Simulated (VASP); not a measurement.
Set up this calculation in VASP 6.6.1, as the native input.

- Task: single point
- Functional: PBE
- Potentials or basis: VASP PAW PBE potentials, release 64 (Na_pv, Cl)
- Cutoff: 520 eV
- k mesh: 6 × 6 × 6
- Occupations: gaussian, width 0.05 eV
- Spin: no spin polarisation
- Dipole correction: no
- Further INCAR settings: ALGO = Normal; EDIFF = 1e-06; NBANDS = 14

The structure of NaCl lies in POSCAR:

```
NaCl
1.0
    0.0000000000      2.8165076682      2.8165076682
    2.8165076682      0.0000000000      2.8165076682
    2.8165076682      2.8165076682      0.0000000000
Na Cl
1 1
Direct
    0.0000000000      0.0000000000      0.0000000000
    0.5000000000      0.5000000000      0.5000000000
```

One way to write it, as run:

INCAR

```
PREC = Accurate
ENCUT = 520
EDIFF = 1E-6
ISMEAR = 0
SIGMA = 0.05
LREAL = False
LASPH = True
NELM = 100
ALGO = Normal
ISIF = 2
LWAVE = False
LCHARG = True
GGA = PE
LELF = True
LVHAR = True
NBANDS = 14
```

KPOINTS

```
Automatic mesh
0
Gamma
  6 6 6
```

Potentials or basis: VASP PAW PBE potentials, release 64 (Na_pv, Cl).

Run with:

```console
$ cat potpaw_PBE.64/Na_pv/POTCAR potpaw_PBE.64/Cl/POTCAR > POTCAR
$ mpirun -np 1 vasp_std > vasp.out
```

Results of the run:

```
Pressure               : 0.8 GPa
Band gap on the k mesh : 5.12 eV, direct
```

Wall time 5.3 s on 1 thread of Intel(R) Xeon(R) 6975P-C (Granite Rapids), on a shared host, peak memory 0.16 GiB.
